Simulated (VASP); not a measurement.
**LiF: single point with PBEsol**

LiF:

```
Li F
1.0
     1.96388    1.96388    0.00000
    -1.96388    1.96388    0.00000
     0.00000    1.96388    2.02801
Li F
1 1
Direct
  0.00000 0.00000 0.00000
  0.50000 0.50000 0.00000
```

This cell differs from its parent crystal: in-plane strain -0.02.

```yaml
Program: VASP 6.6.1
Task: single point
Functional: PBEsol
Potentials_or_basis: VASP PAW PBE potentials, release 64 (Li_sv, F)
Cutoff: 750 eV
k_mesh: 10 × 10 × 10
Occupations: gaussian, width 0.01 eV
Spin: no spin polarisation
```

```json
{
 "Pressure": "2.0 GPa",
 "Band gap on the k mesh": "9.25 eV"
}
```

Stress tensor (GPa, compression positive):
```
 2.98  0.00  0.00
 0.00  2.98  0.00
 0.00  0.00 -0.08
```

Levels at points of the mesh, in eV from the valence-band top:
| k point | band 2 | band 3 | band 4 | band 5 | band 6 | band 7 | band 8 | band 9 |
| --- | --- | --- | --- | --- | --- | --- | --- | --- |
| (0.00, 0.00, 0.00) | -20.03 | -0.07 | -0.07 | 0.00 | 9.25 | 23.85 | 24.32 | 24.61 |
| (0.50, 0.00, 0.00) | -19.56 | -2.74 | -0.33 | -0.26 | 10.76 | 17.01 | 18.76 | 19.34 |
| (0.50, 0.50, 0.00) | -19.23 | -3.29 | -1.27 | -1.05 | 15.20 | 16.22 | 17.81 | 20.15 |
| (0.00, 0.00, 0.50) | -19.28 | -3.32 | -1.06 | -1.06 | 14.61 | 16.66 | 17.78 | 20.87 |

Wall time 47 s on 1 thread of Intel Xeon 8259CL, with other jobs on the host, peak memory 0.17 GiB.

Caveat: the cell differs from its parent crystal (in-plane strain -0.02); the PAW data sets were made with another functional, which shifts forces and pressure a little. A k mesh can miss the band edges.
